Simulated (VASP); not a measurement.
# MgH2 in VASP: further runs

The runs below take MgH2 through single point, with PBE.

All numbers are computed with VASP 6.6.1; they aren't measurements. Logs are shortened: lines on timing, memory, paths and dates and some standing lists are left out, and cuts for length are marked.

## 1. The cell of the first run

It takes space group Cmmm (No. 65, orthorhombic). The conventional cell has a = 3.387 Å, b = 4.925 Å, c = 6.757 Å, α = 90.00°, β = 90.00°, γ = 90.00°. Mg (site symmetry mmm) has 6 Mg at 2.99 to 3.39 Å and 4 H at 3.40 Å within 3.9 Å. H (site symmetry m2m) has 1 H at 0.75 Å within 1.0 Å.

## 2. Single point, PBE

INCAR

```
PREC     = Accurate       # precision mode
ENCUT    = 600            # plane-wave cutoff, eV
EDIFF    = 1E-6           # SCF threshold, eV
ISMEAR   = 0              # smearing method
SIGMA    = 0.15           # smearing width, eV
LREAL    = F              # projectors in reciprocal space
LASPH    = T              # aspherical terms in the spheres
NELM     = 120            # most SCF steps
ALGO     = Normal         # electronic algorithm
ISIF     = 2              # what is computed and relaxed
LWAVE    = F              # write WAVECAR
LCHARG   = F              # write CHGCAR
GGA      = PE             # functional
NBANDS   = 9              # bands
GGA_COMPAT= F
```

KPOINTS

```
regular mesh
0
Gamma
  5 5 3
```

POSCAR

```
MgH2
1.0
    1.6933680575     -2.4625046212      0.0000000000
    1.6933680575      2.4625046212      0.0000000000
    0.0000000000      0.0000000000      6.7566049786
Mg H
1 2
Direct
    0.0000000000      0.0000000000      0.0000000000
    0.9235551571      0.0764448429      0.5000000000
    0.0764448429      0.9235551571      0.5000000000
```

Potentials or basis: VASP PAW PBE potentials, release 64 (Mg, H).

The run is started by

```
$ cat potpaw_PBE.64/Mg/POTCAR potpaw_PBE.64/H/POTCAR > POTCAR
$ mpirun -np 1 vasp_std > vasp.out
```

OUTCAR:

```text
PREC = Accurate
   ENCUT = 600
   EDIFF = 1E-6
   ISMEAR = 0
   LREAL = F
   LASPH = T
   NELM = 120
   ISIF = 2
   GGA = PE

 ion  position               nearest neighbor table
   1  0.000  0.000  0.000-
   2  0.924  0.076  0.500-   3 0.75
   3  0.076  0.924  0.500-   2 0.75

  LATTYP: Found a base centered orthorhombic cell.
 ALAT       =     3.3867361150
 B/A-ratio  =     1.4542051920
 C/A-ratio  =     1.9950196145

  Lattice vectors:

 A1 = (   1.6933680575,  -2.4625046212,   0.0000000000)
 A2 = (   1.6933680575,   2.4625046212,   0.0000000000)
 A3 = (   0.0000000000,   0.0000000000,   6.7566049786)

Analysis of symmetry for initial positions (statically):
=====================================================================
 Subroutine PRICEL returns:
 Original cell was already a primitive cell.

 Routine SETGRP: Setting up the symmetry group for a
 base centered orthorhombic supercell.

 Subroutine GETGRP returns: Found  8 space group operations
 (whereof  8 operations were pure point group operations)
 out of a pool of  8 trial point group operations.

The static configuration has the point symmetry D_2h.

Analysis of symmetry for dynamics (positions and initial velocities):
=====================================================================
 Subroutine PRICEL returns:
 Original cell was already a primitive cell.

 Routine SETGRP: Setting up the symmetry group for a
 base centered orthorhombic supercell.

 Subroutine GETGRP returns: Found  8 space group operations
 (whereof  8 operations were pure point group operations)
 out of a pool of  8 trial point group operations.

The dynamic configuration has the point symmetry D_2h.

 Subroutine INISYM returns: Found  8 space group operations
 (whereof  8 operations are pure point group operations),
 and found     1 'primitive' translations

----------------------------------------------------------------------------------------

                                     Primitive cell

  volume of cell :      56.3491

  direct lattice vectors                    reciprocal lattice vectors
     1.693368058 -2.462504621  0.000000000     0.295269536 -0.203045304  0.000000000
     1.693368058  2.462504621  0.000000000     0.295269536  0.203045304  0.000000000
     0.000000000  0.000000000  6.756604979     0.000000000  0.000000000  0.148003325

  length of vectors
     2.988548877  2.988548877  6.756604979     0.358345496  0.358345496  0.148003325

[... 80 lines left out ...]
   NFREE  =      0    steps in history (QN), initial steepest desc. (CG)
   ISIF   =      2    stress and relaxation
   ISYM   =      2    0-nonsym 1-usesym 2-fastsym
   POTIM  = 0.5000    time-step for ionic-motion
   TEBEG  =    0.0;   TEEND  =   0.0 temperature during run
   PSTRESS=    0.0 pullay stress
   NELECT =       4.0000    total number of electrons
   NUPDOWN=      -1.0000    fix difference up-down
   EMIN   =  10.00;   EMAX   =-10.00  energy-range for DOS
   EFERMI =   0.00;   METHOD = LEGACY
   ISMEAR =     0;   SIGMA  =   0.15  broadening in eV -4-tet -1-fermi 0-gaus
   EFERMI_NEDOS =   21; number of points for ismear=-14 and -15
   IALGO  =     38    algorithm
   IMIX   =      4    mixing-type and parameters
     AMIX     =   0.40;   BMIX     =  1.00
     AMIX_MAG =   1.60;   BMIX_MAG =  1.00
  volume/ion in A,a.u.               =      18.78       126.75
  Fermi-wavevector in a.u.,A,eV,Ry     =   0.677848  1.280948  6.251582  0.459478
  Thomas-Fermi vector in A             =   1.755578
   LORBIT       =      0    0 simple, 1 ext, 2 COOP (PROOUT), +10 PAW based schemes
   GGA     = PE    functional components
   LHFCALC =     F    Hartree Fock is set to
   AEXX    =    0.0000 exact exchange contribution
   IVDW    =     0    specifies the selected vdW correction
   LEPSILON=     F    determine dielectric tensor
   LRPA    =     F    only Hartree local field effects (RPA)
 non-spin polarized calculation
 Gauss-broadening in eV      SIGMA  =   0.15
  energy-cutoff  :      600.00
  volume of cell :       56.35
 maximum number of plane-waves:      1896
   NGX = 11   NGY = 11   NGZ = 27

 number of electron       4.0000000 magnetization

 Free energy of the ion-electron system (eV)
  ---------------------------------------------------
  ext. energy  EPLUGINS =         0.00000000
  ---------------------------------------------------
  free energy    TOTEN  =        -7.62179331 eV

  energy without entropy =       -7.61643600  energy(sigma->0) =       -7.61911466

 E-fermi :   0.1365     XC(G=0):  -6.4891

 val. band max:        0.0681094159   @ k =   0.2000   0.0000   0.0000
 cond. band min:       0.2786824273   @ k =  -0.2000   0.2000   0.0000
 fundamental gap:      0.2105730113
 Fermi energy:         0.1365374282

 k-point     1 :       0.0000    0.0000    0.0000
  band No.  band energies     occupation
      1      -8.5895      2.00000
      2      -4.8476      2.00000
      3      -0.6682      2.00000
      4       5.6719      0.00000
      5       8.2769      0.00000
      6      10.9715      0.00000
      7      11.2464      0.00000
      8      11.5036      0.00000
      9      12.9286      0.00000
[... 193 lines left out ...]
 k-point    18 :      -0.4000    0.4000    0.3333
  band No.  band energies     occupation
      1      -6.8751      2.00000
      2      -1.2171      2.00000
      3       2.3340      0.00000
      4       3.6018      0.00000
      5       4.4776      0.00000
      6       7.1288      0.00000
      7       7.3510      0.00000
      8       8.2590      0.00000
      9       9.5934      0.00000

------------------------ aborting loop because EDIFF is reached ----------------------------------------

  FORCE on cell =-STRESS in cart. coord.  units (eV):
  Direction    XX          YY          ZZ          XY          YZ          ZX
  --------------------------------------------------------------------------------------
  -------------------------------------------------------------------------------------
  Total        0.0363610     -0.1749252      0.1633744      0.0000000      0.0000000      0.0000000
  in kB        1.0338533     -4.9736604      4.6452334      0.0000000      0.0000000      0.0000000
  external PRESSURE =       0.2351421 kB  Pullay stress =       0.0000000 kB

 VOLUME and BASIS-vectors are now :
 -----------------------------------------------------------------------------
  energy-cutoff  :      600.00
  volume of cell :       56.35
      direct lattice vectors                 reciprocal lattice vectors
     1.693368058 -2.462504621  0.000000000     0.295269536 -0.203045304  0.000000000
     1.693368058  2.462504621  0.000000000     0.295269536  0.203045304  0.000000000
     0.000000000  0.000000000  6.756604979     0.000000000  0.000000000  0.148003325

 POSITION                                       TOTAL-FORCE (eV/Angst)
 -----------------------------------------------------------------------------------
      0.00000      0.00000      0.00000         0.000000     -0.000000     -0.000000
      1.69337     -2.08601      3.37830         0.000000     -0.026351     -0.000000
      1.69337      2.08601      3.37830         0.000000      0.026351      0.000000
 -----------------------------------------------------------------------------------
    total drift:                               -0.000000     -0.000000      0.000000

  FREE ENERGIE OF THE ION-ELECTRON SYSTEM (eV)
  ---------------------------------------------------
  free  energy   TOTEN  =        -7.6217933091 eV

  energy  without entropy=       -7.6164360032  energy(sigma->0) =       -7.61911466
```

OSZICAR:

```text
N       E                     dE             d eps       ncg     rms          rms(c)
DAV:   1    -0.158219738676E+01   -0.15822E+01   -0.15726E+03   324   0.344E+02
DAV:   2    -0.794009779582E+01   -0.63579E+01   -0.62721E+01   420   0.403E+01
DAV:   3    -0.817653507648E+01   -0.23644E+00   -0.23619E+00   390   0.716E+00
DAV:   4    -0.817735186502E+01   -0.81679E-03   -0.81678E-03   455   0.445E-01
DAV:   5    -0.817735896522E+01   -0.71002E-05   -0.71002E-05   402   0.318E-02    0.443E+00
DAV:   6    -0.779845903634E+01    0.37890E+00   -0.21297E-01   384   0.148E+00    0.243E+00
DAV:   7    -0.761921161151E+01    0.17925E+00   -0.45566E-01   421   0.228E+00    0.289E-01
DAV:   8    -0.762304260304E+01   -0.38310E-02   -0.14256E-02   385   0.510E-01    0.213E-01
DAV:   9    -0.762179533845E+01    0.12473E-02   -0.35897E-03   416   0.208E-01    0.176E-02
DAV:  10    -0.762179949585E+01   -0.41574E-05   -0.10645E-04   372   0.526E-02    0.172E-02
DAV:  11    -0.762179316267E+01    0.63332E-05   -0.22161E-05   429   0.178E-02    0.330E-03
DAV:  12    -0.762179330914E+01   -0.14647E-06   -0.17780E-06   405   0.680E-03
   1 F= -.76217933E+01 E0= -.76191147E+01  d E =-.535731E-02
```

stdout:

```text
POSCAR found type information on POSCAR MgH
 POSCAR found :  2 types and       3 ions
 scaLAPACK will be used
 LDA part: xc-table for (Slater+PW92), standard interpolation
 POSCAR, INCAR and KPOINTS ok, starting setup
 FFT: planning ... GRIDC
 FFT: planning ... GRID_SOFT
 FFT: planning ... GRID
 WAVECAR not read
 entering main loop
```

It took 10 s on 1 thread of Intel Xeon Platinum 8488C (Sapphire Rapids), shared host; peak memory 0.17 GiB.

What came out:

```
Free energy            : -7.6218 eV
Pressure               : 0.0 GPa
Largest force          : 0.026 eV/Å
Band gap on the k mesh : zero (band 2 reaches 0.77 eV, above the bottom of band 3 at -0.67 eV)
```

Forces in eV/Å, atoms in the order of the input:
```
Mg   0.000  0.000  0.000
H    0.000 -0.026  0.000
H    0.000  0.026  0.000
```

Levels at points of the mesh, in eV from the Fermi level:
| k point | band 1 | band 2 | band 3 | band 4 | band 5 | band 6 | band 7 |
| --- | --- | --- | --- | --- | --- | --- | --- |
| (0.00, 0.00, 0.00) | -8.73 | -4.98 | -0.80 | 5.54 | 8.14 | 10.83 | 11.11 |

Caveat: the k points lie up to 0.45 Å⁻¹ apart.

## 3. Single point, PBE

This run uses another cell than the first one, of 14.12 Å³/atom, 0.752 times its volume.

INCAR

```
ALGO     = Normal         # electronic algorithm
EDIFF    = 1E-6           # SCF threshold, eV
ENCUT    = 600            # plane-wave cutoff, eV
GGA      = PE             # functional
GGA_COMPAT= False        
ISIF     = 2              # what is computed and relaxed
ISMEAR   = 0              # smearing method
LASPH    = True           # aspherical terms in the spheres
LCHARG   = False          # write CHGCAR
LREAL    = False          # projectors in reciprocal space
LWAVE    = False          # write WAVECAR
NBANDS   = 9              # bands
NELM     = 120            # most SCF steps
PREC     = Accurate       # precision mode
SIGMA    = 0.15           # smearing width, eV
```

KPOINTS

```
k-points
0
Gamma
  5 3 5
```

POSCAR

```
MgH2
1.0
    3.0768489364      0.0000000000     -0.1666923210
    0.0000000000      5.1186300553      0.0000000000
   -1.3926534111      0.0000000000      2.7645382201
Mg H
1 2
Direct
    0.5000000000      0.6733952286      0.0000000000
    0.4886392997      0.1733655107      0.8695542758
    0.5113607003      0.1733655107      0.1304457242
```

Potentials or basis: VASP PAW PBE potentials, release 64 (Mg, H).

The run is started by

```
$ cat potpaw_PBE.64/Mg/POTCAR potpaw_PBE.64/H/POTCAR > POTCAR
$ mpirun -np 1 vasp_std > vasp.out
```

OUTCAR:

```text
EDIFF = 1E-6
   ENCUT = 600
   GGA = PE
   ISIF = 2
   ISMEAR = 0
   LASPH = True
   LREAL = False
   NELM = 120
   PREC = Accurate

 ion  position               nearest neighbor table
   1  0.500  0.673  0.000-
   2  0.489  0.173  0.870-   3 0.78
   3  0.511  0.173  0.130-   2 0.78

  LATTYP: Found a simple monoclinic cell.
 ALAT       =     3.0813610154
 B/A-ratio  =     1.6611588287
 C/A-ratio  =     1.0045903783
 COS(beta)  =    -0.4975495055

  Lattice vectors:

 A1 = (   3.0768489364,   0.0000000000,  -0.1666923210)
 A2 = (   0.0000000000,   5.1186300553,   0.0000000000)
 A3 = (  -1.3926534111,   0.0000000000,   2.7645382201)

Analysis of symmetry for initial positions (statically):
=====================================================================
 Subroutine PRICEL returns:
 Original cell was already a primitive cell.

 Routine SETGRP: Setting up the symmetry group for a
 simple monoclinic supercell.

 Subroutine GETGRP returns: Found  2 space group operations
 (whereof  2 operations were pure point group operations)
 out of a pool of  4 trial point group operations.

The static configuration has the point symmetry C_2 .

Analysis of symmetry for dynamics (positions and initial velocities):
=====================================================================
 Subroutine PRICEL returns:
 Original cell was already a primitive cell.

 Routine SETGRP: Setting up the symmetry group for a
 simple monoclinic supercell.

 Subroutine GETGRP returns: Found  2 space group operations
 (whereof  2 operations were pure point group operations)
 out of a pool of  4 trial point group operations.

The dynamic configuration has the point symmetry C_2 .

[... 121 lines left out ...]
  volume/ion in A,a.u.               =      14.12        95.27
  Fermi-wavevector in a.u.,A,eV,Ry     =   0.745544  1.408873  7.562600  0.555835
  Thomas-Fermi vector in A             =   1.841155
   LORBIT       =      0    0 simple, 1 ext, 2 COOP (PROOUT), +10 PAW based schemes
   GGA     = PE    functional components
   LHFCALC =     F    Hartree Fock is set to
   AEXX    =    0.0000 exact exchange contribution
   IVDW    =     0    specifies the selected vdW correction
   LEPSILON=     F    determine dielectric tensor
   LRPA    =     F    only Hartree local field effects (RPA)
 non-spin polarized calculation
 Gauss-broadening in eV      SIGMA  =   0.15
  energy-cutoff  :      600.00
  volume of cell :       42.35
 maximum number of plane-waves:      1426
 NGX is ok and might be reduce to    28
   NGX = 13   NGY = 21   NGZ = 13

 number of electron       4.0000000 magnetization

 Free energy of the ion-electron system (eV)
  ---------------------------------------------------
  ext. energy  EPLUGINS =         0.00000000
  ---------------------------------------------------
  free energy    TOTEN  =        -7.61101899 eV

  energy without entropy =       -7.60735755  energy(sigma->0) =       -7.60918827

 E-fermi :   1.3464     XC(G=0):  -7.4894

 val. band max:        1.2742195429   @ k =   0.4000   0.3333   0.2000
 cond. band min:       1.7450078864   @ k =   0.0000   0.0000   0.2000
 fundamental gap:      0.4707883435
 Fermi energy:         1.3464133026

 k-point     1 :       0.0000    0.0000    0.0000
  band No.  band energies     occupation
      1      -8.5517      2.00000
      2      -2.7669      2.00000
      3       0.9637      1.99969
      4       9.8980      0.00000
      5      10.6391      0.00000
      6      14.0402      0.00000
      7      14.1788      0.00000
      8      14.7019      0.00000
      9      15.0527      0.00000
[... 265 lines left out ...]
 k-point    24 :       0.4000    0.3333    0.4000
  band No.  band energies     occupation
      1      -6.6073      2.00000
      2       1.0388      1.99627
      3       2.2291      0.00000
      4       3.0135      0.00000
      5       5.4349      0.00000
      6       6.8957      0.00000
      7       8.8262      0.00000
      8      10.4357      0.00000
      9      13.8096      0.00000

 [... further k-points ...]

------------------------ aborting loop because EDIFF is reached ----------------------------------------

  FORCE on cell =-STRESS in cart. coord.  units (eV):
  Direction    XX          YY          ZZ          XY          YZ          ZX
  --------------------------------------------------------------------------------------
  -------------------------------------------------------------------------------------
  Total        0.0594459      0.0454163     -0.0176189      0.0000000      0.0000000     -0.0226769
  in kB        2.2488870      1.7181349     -0.6665365      0.0000000      0.0000000     -0.8578841
  external PRESSURE =       1.1001618 kB  Pullay stress =       0.0000000 kB

 VOLUME and BASIS-vectors are now :
 -----------------------------------------------------------------------------
  energy-cutoff  :      600.00
  volume of cell :       42.35
      direct lattice vectors                 reciprocal lattice vectors
     3.076848936  0.000000000 -0.166692321     0.334126702  0.000000000  0.168318415
     0.000000000  5.118630055  0.000000000     0.000000000  0.195364773  0.000000000
    -1.392653411  0.000000000  2.764538220     0.020146712  0.000000000  0.371873096

 POSITION                                       TOTAL-FORCE (eV/Angst)
 -----------------------------------------------------------------------------------
      1.53842      3.44686     -0.08335        -0.000000     -0.000019      0.000000
      0.29248      0.88739      2.32246         0.001263      0.000010      0.004416
      1.39171      0.88739      0.27538        -0.001263      0.000010     -0.004416
 -----------------------------------------------------------------------------------
    total drift:                                0.000000      0.000002     -0.000000

  FREE ENERGIE OF THE ION-ELECTRON SYSTEM (eV)
  ---------------------------------------------------
  free  energy   TOTEN  =        -7.6110189915 eV

  energy  without entropy=       -7.6073575458  energy(sigma->0) =       -7.60918827
```

Wall time 14 s (1 thread of Intel Xeon Platinum 8488C (Sapphire Rapids), shared host); peak memory 0.17 GiB.

Results:

```yaml
Free_energy: -7.6110 eV
Pressure: 0.1 GPa
Largest_force: 0.005 eV/Å
Band_gap_on_the_k_mesh: zero (band 2 reaches 1.27 eV, above the bottom of band 3 at 0.96 eV)
```

Forces in eV/Å, atoms in the order of the input:
```
Mg   0.000  0.000  0.000
H    0.001  0.000  0.004
H   -0.001  0.000 -0.004
```

Stress tensor (GPa, compression positive):
```
 0.22  0.00 -0.09
 0.00  0.17  0.00
-0.09  0.00 -0.07
```

Levels at points of the mesh, in eV from the Fermi level:
```
           k point  band 1  band 2  band 3  band 4  band 5
(0.00, 0.00, 0.00)   -9.90   -4.11   -0.38    8.55    9.29
```

Caveat: the k points lie up to 0.47 Å⁻¹ apart.
